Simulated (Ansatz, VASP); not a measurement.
Al3GaN4: VASP beside Ansatz

```
Al Ga N
1.0
     5.24514    0.00000    0.00011
     0.00000    3.25528    0.00000
    -0.00337    0.00000    4.98455
Al Ga N
3 1 4
Direct
  0.50023 0.50000 0.16733
  0.00092 0.50000 0.83481
  0.00109 0.00000 0.33169
  0.49942 0.00000 0.66620
  0.11117 0.00000 0.66633
  0.12245 0.50000 0.16716
  0.62512 0.50000 0.84019
  0.62319 0.00000 0.32629
```

Change from the starting cell: strain +0.040 along x and y, -0.080 along z, atoms carried along.

Alike in both runs: task single point; functional PBEsol; k mesh 6 × 8 × 4; occupations gaussian, width 0.05 eV; no spin polarisation.

|  | VASP | Ansatz |
| --- | --- | --- |
| version | VASP 6.6.1 | Ansatz 0.2.0 |
| potentials or method | VASP PAW PBE potentials, release 64 (Al, Ga_d, N), cutoff 520 eV | scalar-relativistic, plane waves, PAW |
| valence electrons in the cell | 42 | 42 |

Ansatz gave:

* gap on the k mesh at the Fermi level (eV): 3.01
* least direct gap on the mesh (eV): 3.01
* pressure (GPa): 4.2
* traceless stress, the component that is largest in VASP (GPa): 30.75
* rms of the force components (eV/Å): 1.071

Problem. What did VASP give for the same quantities?

Solution. gap on the k mesh at the Fermi level (eV): 3.02; least direct gap on the mesh (eV): 3.02; pressure (GPa): 4.2; traceless stress, the component that is largest in VASP (GPa): 31.01; rms of the force components (eV/Å): 1.081.

VASP's potentials were made for PBE, not for PBEsol. Atom by atom the forces differ by 0.020 eV/Å (rms over components). The functional is the same, so the differences come from potentials, cutoffs and numerics.
